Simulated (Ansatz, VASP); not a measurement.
# HfO2 in VASP and in Ansatz

INCAR

```
SYSTEM = HfO2
ALGO = Normal
EDIFF = 1E-6
ENCUT = 520
GGA = PE
ISIF = 2
ISMEAR = 0
LASPH = .TRUE.
LCHARG = .TRUE.
LELF = .TRUE.
LREAL = .FALSE.
LVHAR = .TRUE.
LWAVE = .FALSE.
NBANDS = 18
NELM = 80
PREC = Accurate
SIGMA = 0.05
```

The input KPOINTS:

```
k-points
0
G
  8 8 8
  0 0 0
```

Contents of POSCAR:

```
HfO2
1.0
    0.0000000000      2.6169756065      2.5489194570
    2.5150188282      0.0000000000      2.5489194570
    2.5150188282      2.6169756065      0.0000000000
Hf O
1 2
Direct
    0.0000000000      0.0000000000      0.0000000000
    0.2500000000      0.2500000000      0.2500000000
    0.7500000000      0.7500000000      0.7500000000
```

Input for Ansatz:

```yaml
crystal:
  lattice:
    - [0.0, 2.6169756065, 2.548919457]
    - [2.5150188282, 0.0, 2.548919457]
    - [2.5150188282, 2.6169756065, 0.0]
  atoms:
    - { symbol: Hf, position: [0.0, 0.0, 0.0] }
    - { symbol: O, position: [0.25, 0.25, 0.25] }
    - { symbol: O, position: [0.75, 0.75, 0.75] }
basis:
  ecutwfc: 520.0
kpoints:
  mp_grid: { grid: [8, 8, 8] }
hamiltonian:
  xc: pbe
  pseudopotentials: { kind: paw, azcp: { folder: soft_1 } }
scf:
  occupations: { method: gaussian, width: 0.05 }
output:
  forces: true
  stress: true
  eigenvalues: true
```

Change from the starting cell: normal strain along x -0.0133, normal strain along y +0.0267.

Alike in both runs: task single point; functional PBE; k mesh 8 × 8 × 8; occupations gaussian, width 0.05 eV; no spin polarisation.

```csv
,VASP,Ansatz
version,VASP 6.6.1,Ansatz 0.2.0
potentials or method,"VASP PAW PBE potentials, release 64 (Hf_pv, O), cutoff 520 eV","scalar-relativistic, plane waves, PAW"
valence electrons in the cell,22,38
```

Ansatz gave:

| Item | Value |
| --- | --- |
| gap on the k mesh at the Fermi level (eV) | 3.39 |
| least direct gap on the mesh (eV) | 3.48 |
| pressure (GPa) | -3.1 |
| traceless stress, the component that is largest in VASP (GPa) | -9.82 |

Problem. Which values does VASP return?

Solution. gap on the k mesh at the Fermi level (eV): 3.38; least direct gap on the mesh (eV): 3.48; pressure (GPa): -6.6; traceless stress, the component that is largest in VASP (GPa): -9.99.

VASP's potentials hold 22 valence electrons a cell and Ansatz's 38, so a difference there can come from the potentials and not from the codes.

Spin-orbit coupling is off throughout.
